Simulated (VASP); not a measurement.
The system is EuS.

```xyz
2
Lattice="0.0000 2.9585 2.9585 2.9585 0.0000 2.9585 2.9585 2.9585 0.0000" Properties=species:S:1:pos:R:3 pbc="T T T"
Eu    0.0000    0.0000    0.0000
S     2.9585    2.9585    2.9585
```

Base run:

```yaml
Program: VASP 6.6.1
Functional: BLYP
Potentials_or_basis: VASP PAW PBE potentials, release 64 (Eu, S)
Cutoff: 600 eV
k_mesh: 8 × 8 × 8
Occupations: fermi-dirac, width 0.05 eV
Spin: collinear spin, ferromagnetic start
Starting_moments: "[7.0, 0.0] μB"
```

Its results: pressure 1.6 GPa; net moment 6.97 μB per cell; site moments Eu +6.60; S -0.05 μB.

Task: The run is repeated on the same cell with these changes: functional from BLYP to LDA. What comes out?

Result: Pressure -6.9 GPa; net moment 6.94 μB per cell; site moments Eu +6.58; S -0.06 μB.

LDA binds more tightly than BLYP, so the same cell stands under less pressure.

Caveats: the PAW data sets were made with another functional, which shifts forces and pressure a little; a cell with one magnetic atom can't hold antiferromagnetic order, which such compounds often take; the cell stands under tension (at least some runs).
